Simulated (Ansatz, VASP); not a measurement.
One calculation of LiBr, two programs

```
Li Br
1.0
     0.00000    2.74450    2.74450
     2.74450    0.00000    2.74450
     2.74450    2.74450    0.00000
Li Br
1 1
Direct
  0.00000 0.00000 0.00000
  0.50000 0.50000 0.50000
```

Alike in both runs: task single point; functional PBEsol; k mesh 10 × 10 × 10; occupations gaussian, width 0.05 eV; no spin polarisation.

```csv
,VASP,Ansatz
version,VASP 6.6.1,Ansatz 0.2.0
potentials or method,"VASP PAW PBE potentials, release 64 (Li_sv, Br), cutoff 750 eV","scalar-relativistic, plane waves, PAW"
valence electrons in the cell,10,10
```

|  | VASP | Ansatz | Ansatz less VASP |
| --- | --- | --- | --- |
| gap on the k mesh at the Fermi level (eV) | 4.79 | 4.79 | -0.002 |
| least direct gap on the mesh (eV) | 4.80 | 4.79 | -0.002 |
| pressure (GPa) | -1.1 | -1.1 | +0.02 |

VASP's potentials were made for PBE, not for PBEsol. With one functional, cell and mesh, what is left measures potentials, basis and numerics.
